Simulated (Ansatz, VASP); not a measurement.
## Li2B in VASP and in Ansatz

```
Li B
1.0
     2.18602   -1.46379    0.00000
     2.18602    1.46379    0.00000
    -0.53527    0.00000    4.36901
Li B
2 1
Direct
  0.23364 0.23364 0.26256
  0.76636 0.76636 0.73744
  0.50000 0.50000 0.00000
```

Change from the starting cell: species swapped into the Ta2H type (C2/m, No. 12).

Alike in both runs: task relaxation of cell and atoms; functional PBE; k mesh 8 × 8 × 4; occupations gaussian, width 0.1 eV; no spin polarisation.

```csv
,VASP,Ansatz
version,VASP 6.6.1,Ansatz 0.2.0
potentials or method,"VASP PAW PBE potentials, release 64 (Li_sv, B_h), cutoff 910 eV","scalar-relativistic, plane waves, PAW"
valence electrons in the cell,9,9
```

|  | VASP | Ansatz | Ansatz less VASP |
| --- | --- | --- | --- |
| gap on the k mesh at the Fermi level, each at its own relaxed structure (eV) | none | none | - |
| relaxed volume (Å³/atom) | 10.66 | 10.72 | +0.062 |
| relaxed cell length with the largest relative difference (Å) | 5.624 | 5.679 | +0.0548 |

A gap of «none» marks a metal or a gap that the smearing closes.
